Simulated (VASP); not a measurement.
NiGe, 8 atoms in the cell. The structure is orthorhombic, space group Pnma (No. 62). Conventional cell: a = 5.393 Å, b = 3.483 Å, c = 5.846 Å, α = 90.00°, β = 90.00°, γ = 90.00°. Within 3.1 Å of Ni (site symmetry m) lie 6 Ge at 2.35 to 2.52 Å and 4 Ni at 2.78 to 2.83 Å. Ge (site symmetry m) has 6 Ni at 2.35 to 2.52 Å and 2 Ge at 2.88 Å within 3.1 Å. 

| Item | Value |
| --- | --- |
| Program | VASP 6.6.1 |
| Task | single point |
| Functional | PBE |
| Potentials or basis | VASP PAW PBE potentials, release 64 (Ni, Ge_d) |
| Cutoff | 520 eV |
| k mesh | 6 × 4 × 4 |
| Occupations | gaussian, width 0.2 eV |
| Spin | no spin polarisation |
| Dipole correction | no |
| Further INCAR settings | ALGO = Normal; EDIFF = 1e-06; NBANDS = 58 |

Potentials or basis: VASP PAW PBE potentials, release 64 (Ni, Ge_d).

The run is started by

```bash
$ cat potpaw_PBE.64/Ni/POTCAR potpaw_PBE.64/Ge_d/POTCAR > POTCAR
$ mpirun -np 1 vasp_std > vasp.out
```

Hardware: 1 thread of Intel Xeon 8259CL, on a shared host.

Problem. Estimate the wall time of this run.

Solution. Wall time 3.8 min on 1 thread of Intel Xeon 8259CL (shared host), peak memory 0.33 GiB. Counts: scf iterations 15, k points 36.
